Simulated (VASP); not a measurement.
A run of VASP 6.6.1 is set up as follows.

The input INCAR:

```
SYSTEM = Rh
  PREC = Accurate
  ENCUT = 520
  EDIFF = 1E-6
  ISMEAR = 0
  SIGMA = 0.15
  LREAL = .False.
  LASPH = .True.
  NELM = 80
  ALGO = Fast
  ISIF = 2
  LWAVE = .False.
  LCHARG = .False.
  GGA = PS
  NBANDS = 14
```

The input KPOINTS:

```
Automatic mesh
0
Gamma
  28 28 28
  0 0 0
```

The input POSCAR:

```
Rh
1.0
    0.0000000000      1.8899965797      1.8427466652
    1.8899965797      0.0000000000      1.8427466652
    1.8899965797      1.8899965797      0.0000000000
Rh
1
Direct
    0.0000000000      0.0000000000      0.0000000000
```

Potentials or basis: VASP PAW PBE potentials, release 64 (Rh_pv).

Run with:

```bash
$ cat potpaw_PBE.64/Rh_pv/POTCAR > POTCAR
$ mpirun -np 1 vasp_std > vasp.out
```

(1) What does it give for the pressure?

(2) Predict the band gap on the k mesh.

## Answers

(1) 8.1 GPa.

(2) zero (an odd number of electrons rules out a gap without spin polarisation).

Caveat: the cell differs from its parent crystal (strain +0.000 along x and y, -0.025 along z); the stress differs along the axes, from 6 to 13 GPa; the PAW data sets were made with another functional, which shifts forces and pressure a little.
